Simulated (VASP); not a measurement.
Set up this calculation in VASP 6.6.1, as the native input.

```
Task                      : relaxation of the atoms
Functional                : PBEsol
Potentials or basis       : VASP PAW PBE potentials, release 64 (Ti_sv, N, H)
Cutoff                    : 520 eV
k mesh                    : 10 × 10 × 1
Occupations               : gaussian, width 0.1 eV
Spin                      : no spin polarisation
Dipole correction         : yes
Atoms held fixed (from 0) : [0, 1, 4, 5]
Further INCAR settings    : ALGO = Normal; EDIFF = 1e-06; IBRION = 2; EDIFFG = -0.03; NSW = 90
```

The structure of Ti4HN4 lies in POSCAR:

```
Ti4HN4
1.0
    2.9726300482      0.0000000000      0.0000000000
    0.0000000000      2.9726300482      0.0000000000
    0.0000000000      0.0000000000     25.3059005950
Ti N H
4 4 1
Selective dynamics
Direct
    0.5000000000      0.5000000000      0.3358900414  F F F
    0.0000000000      0.0000000000      0.4189523635  F F F
    0.5000000000      0.5000000000      0.5020112183  T T T
    0.0000000000      0.0000000000      0.5807977371  T T T
    0.0000000000      0.0000000000      0.3358900414  F F F
    0.5000000000      0.5000000000      0.4189523635  F F F
    0.0000000000      0.0000000000      0.5024976626  T T T
    0.5000000000      0.5000000000      0.5871715102  T T T
    0.5000000000      0.5000000000      0.6274783152  T T T
```

The input as run:

INCAR

```
SYSTEM = Ti4HN4
ALGO = Normal
DIPOL = 0.5 0.5 0.479
EDIFF = 1E-6
EDIFFG = -0.03
ENCUT = 520
GGA = PS
IBRION = 2
IDIPOL = 3
ISIF = 2
ISMEAR = 0
KPAR = 4
LASPH = .True.
LCHARG = .False.
LDIPOL = .True.
LREAL = .False.
LWAVE = .False.
NELM = 60
NSW = 90
PREC = Accurate
SIGMA = 0.1
```

KPOINTS

```
k-points
0
Gamma
  10 10 1
  0 0 0
```

Potentials or basis: VASP PAW PBE potentials, release 64 (Ti_sv, N, H).

Run with:

```console
$ cat potpaw_PBE.64/Ti_sv/POTCAR potpaw_PBE.64/N/POTCAR potpaw_PBE.64/H/POTCAR > POTCAR
$ mpirun -np 4 vasp_std > vasp.out
```

Results of the run:

```json
{"Energy gained by relaxing": "25.1 meV/atom", "Ionic steps": "26", "Band gap on the k mesh": "zero (an odd number of electrons rules out a gap without spin polarisation)"}
```

Caveat: an odd number of electrons without spin polarisation forces a metal; a magnetic or distorted state may lie lower.

Run time: 22 min on 4 MPI ranks on Intel(R) Xeon(R) Platinum 8259CL CPU @ 2.50GHz (Skylake/Cascade Lake), on a shared host, peak memory 0.45 GiB a rank.
